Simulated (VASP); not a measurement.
La2S:

```
La S
1.0
    -2.53396    2.53396    3.55831
     2.53396   -2.53396    3.55831
     2.53396    2.53396   -3.55831
La S
2 1
Direct
  0.75000 0.25000 0.50000
  0.25000 0.75000 0.50000
  0.50000 0.50000 0.00000
```

The cell was generated, and may not be a known phase.

```yaml
Program: VASP 6.6.1
Task: relaxation of cell and atoms
Functional: PBE
Potentials_or_basis: VASP PAW PBE potentials, release 64 (La, S)
Cutoff: 500 eV
k_mesh: 14 × 14 × 14
Occupations: gaussian, width 0.1 eV
Spin: no spin polarisation
```

At the start: pressure -3.4 GPa; volume 30.46 Å³/atom.

Task: Where does the relaxation end?

Result: Over 9 steps the energy falls by 23.6 meV/atom and the volume is 28.39 Å³/atom (-6.8 %); space group Fm-3m (No. 225, to 0.1 Å) before and after.

The path:
```csv
step,energy change (eV),largest force (eV/Å),pressure (GPa),volume (Å³)
1,0.0000,0.0000,-3.43,91.39
2,-0.0609,0.0000,1.52,83.04
3,-0.0708,0.0000,0.01,85.17
4,-0.0707,0.0000,-0.08,85.29
5,-0.0708,0.0000,-0.07,85.29
6,-0.0709,0.0000,-0.06,85.27
7,-0.0709,0.0000,-0.06,85.27
8,-0.0709,0.0000,0.10,85.03
9,-0.0709,0.0000,0.00,85.17
```

Final structure:
```xyz
3
Lattice="-2.4697 2.4697 3.4909 2.4697 -2.4697 3.4909 2.4697 2.4697 -3.4909" Properties=species:S:1:pos:R:3 pbc="T T T"
La    0.0000    2.4697    1.7455
La    2.4697    0.0000    1.7455
S     2.4697    2.4697    0.0000
```
